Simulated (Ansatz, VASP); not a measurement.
Two plane-wave programs on AlRu

INCAR

```
PREC     = Accurate       # precision mode
ENCUT    = 520            # plane-wave cutoff, eV
EDIFF    = 1E-6           # SCF threshold, eV
ISMEAR   = 0              # smearing method
SIGMA    = 0.15           # smearing width, eV
LREAL    = False          # projectors in reciprocal space
LASPH    = True           # aspherical terms in the spheres
NELM     = 60             # most SCF steps
ALGO     = Fast           # electronic algorithm
ISIF     = 2              # what is computed and relaxed
LWAVE    = False          # write WAVECAR
LCHARG   = True           # write CHGCAR
GGA      = PE             # functional
LELF     = True           # ELF
LVHAR    = True         
NBANDS   = 16             # bands
```

File KPOINTS:

```
regular mesh
0
Gamma
  20 20 20
```

Contents of POSCAR:

```
AlRu
1.0
    2.9139621829      0.0000000000      0.0000000000
    0.0000000000      2.9139621829      0.0000000000
    0.0000000000      0.0000000000      2.9590234537
Al Ru
1 1
Direct
    0.0000000000      0.0000000000      0.0000000000
    0.5000000000      0.5000000000      0.5000000000
```

Input for Ansatz:

```yaml
crystal:
  lattice:
    - [2.9139621829, 0.0, 0.0]
    - [0.0, 2.9139621829, 0.0]
    - [0.0, 0.0, 2.9590234537]
  atoms:
    - { symbol: Al, position: [0.0, 0.0, 0.0] }
    - { symbol: Ru, position: [0.5, 0.5, 0.5] }
basis:
  ecutwfc: 420
kpoints:
  mp_grid: { grid: [20, 20, 20] }
hamiltonian:
  xc: pbe
scf:
  occupations: { method: gaussian, width: 0.15 }
output:
  forces: true
  stress: true
  eigenvalues: true
```

Change from the starting cell: strain -0.030 along x and y, -0.015 along z, atoms carried along.

Alike in both runs: task single point; functional PBE; k mesh 20 × 20 × 20; occupations gaussian, width 0.15 eV; no spin polarisation.

|  | VASP | Ansatz |
| --- | --- | --- |
| version | VASP 6.6.1 | Ansatz 0.2.0 |
| potentials or method | VASP PAW PBE potentials, release 64 (Al, Ru_pv), cutoff 520 eV | scalar-relativistic, plane waves, PAW |
| valence electrons in the cell | 17 | 19 |

Ansatz gave:

| Quantity | Value |
| --- | --- |
| gap on the k mesh at the Fermi level (eV) | none |
| pressure (GPa) | 18.3 |
| traceless stress, the component that is largest in VASP (GPa) | -2.09 |

Q: Estimate VASP's values.

A: gap on the k mesh at the Fermi level (eV): none; pressure (GPa): 18.2; traceless stress, the component that is largest in VASP (GPa): -2.10.

A gap of «none» marks a metal or a gap that the smearing closes. With one functional, cell and mesh, what is left measures potentials, basis and numerics. VASP's potentials hold 17 valence electrons a cell and Ansatz's 19, so a difference there can come from the potentials and not from the codes.
